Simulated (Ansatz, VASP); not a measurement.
One calculation of Re, two programs

```
CELL_PARAMETERS angstrom
0.00000 2.01450 1.97500
1.97500 0.00000 1.97500
1.97500 2.01450 0.00000
ATOMIC_POSITIONS crystal
Re 0.00000 0.00000 0.00000
```

Change from the starting cell: strain +0.0200 x Voigt [0, 1, 0, 0, 0, 0], atoms carried along.

Alike in both runs: task single point; functional PBEsol; k mesh 20 × 20 × 20; occupations gaussian, width 0.15 eV; no spin polarisation.

|  | VASP | Ansatz |
| --- | --- | --- |
| version | VASP 6.6.1 | Ansatz 0.2.0 |
| potentials or method | VASP PAW PBE potentials, release 64 (Re), cutoff 520 eV | scalar-relativistic, plane waves, PAW |
| valence electrons in the cell | 7 | 15 |

```csv
,VASP,Ansatz,Ansatz less VASP
gap on the k mesh at the Fermi level (eV),none,none,-
pressure (GPa),-24.8,-24.2,+0.55
"traceless stress, the component that is largest in VASP (GPa)",-3.45,-3.48,-0.027
```

VASP's potentials were made for PBE, not for PBEsol. A gap of «none» marks a metal or a gap that the smearing closes. With one functional, cell and mesh, what is left measures potentials, basis and numerics. VASP's potentials hold 7 valence electrons a cell and Ansatz's 15, so a difference there can come from the potentials and not from the codes.

Spin-orbit coupling is off throughout.
